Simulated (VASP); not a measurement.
Write the native input for VASP 6.6.1 that does the following.

```yaml
Task: relaxation of cell and atoms
Functional: r2SCAN
Potentials_or_basis: VASP PAW PBE potentials, release 64 (Mg)
Cutoff: 600 eV
k_mesh: 18 × 18 × 8
Occupations: gaussian, width 0.1 eV
Spin: no spin polarisation
Dipole_correction: no
Further_INCAR_settings: ALGO = Normal; EDIFF = 1e-07; IBRION = 2; EDIFFG = -0.005; NSW = 100; ISIF = 3
```

The system is Mg.

```
Mg
1.0
     3.20927    0.00000    0.00000
    -1.60464    2.77931    0.00000
     0.00000    0.00000    5.21033
Mg
2
Direct
  0.33333 0.66667 0.25000
  0.66667 0.33333 0.75000
```

These files were run (other wordings do the same):

POSCAR

```
Mg
1.0
    3.2092715325      0.0000000000      0.0000000000
   -1.6046357662      2.7793106748      0.0000000000
    0.0000000000      0.0000000000      5.2103300000
Mg
2
Direct
    0.3333333333      0.6666666667      0.2500000000
    0.6666666667      0.3333333333      0.7500000000
```

INCAR.step1

```
PREC     = Accurate       # precision mode
ENCUT    = 600            # plane-wave cutoff, eV
ISMEAR   = 0              # smearing method
SIGMA    = 0.1            # smearing width, eV
LREAL    = False          # projectors in reciprocal space
LASPH    = True           # aspherical terms in the spheres
NELM     = 100            # most SCF steps
GGA      = PE             # functional
ALGO     = Normal         # electronic algorithm
EDIFF    = 1E-4           # SCF threshold, eV
LWAVE    = True           # write WAVECAR
LCHARG   = False          # write CHGCAR
```

INCAR.step2

```
PREC     = Accurate       # precision mode
ENCUT    = 600            # plane-wave cutoff, eV
EDIFF    = 1E-7           # SCF threshold, eV
ISMEAR   = 0              # smearing method
SIGMA    = 0.1            # smearing width, eV
LREAL    = False          # projectors in reciprocal space
LASPH    = True           # aspherical terms in the spheres
NELM     = 100            # most SCF steps
ALGO     = Normal         # electronic algorithm
ISIF     = 3              # what is computed and relaxed
LWAVE    = False          # write WAVECAR
LCHARG   = False          # write CHGCAR
METAGGA  = R2SCAN         # meta-GGA
LMIXTAU  = True         
IBRION   = 2              # ionic algorithm
NSW      = 100            # ionic steps
EDIFFG   = -0.005         # ionic threshold
ISTART   = 1
```

KPOINTS

```
regular mesh
0
Gamma
  18 18 8
```

Potentials or basis: VASP PAW PBE potentials, release 64 (Mg).

Command:

```console
$ cat potpaw_PBE.64/Mg/POTCAR > POTCAR
$ cp INCAR.step1 INCAR
$ mpirun -np 1 vasp_std > vasp.out
$ cp INCAR.step2 INCAR
$ mpirun -np 1 vasp_std > vasp.out
```

Results of the run:

* Relaxed volume: 22.39 Å³/atom
* Relaxed cell: a = 3.182 Å, b = 3.182 Å, c = 5.106 Å, α = 90.00°, β = 90.00°, γ = 120.00°
* Space group after relaxing (to 0.05 Å): P6_3/mmc (No. 194)
* Energy gained by relaxing: 4.1 meV/atom
* Ionic steps: 6
* Pressure after relaxing: 0.0 GPa
* Band gap on the k mesh: zero (band 2 reaches 3.79 eV, above the bottom of band 3 at 1.70 eV)

Caveat: the PAW data sets were made with another functional, which shifts forces and pressure a little.

Run time: 25 min on 1 thread of Oxide Virtual Turin-like Processor, with other jobs on the host, peak memory 0.22 GiB.
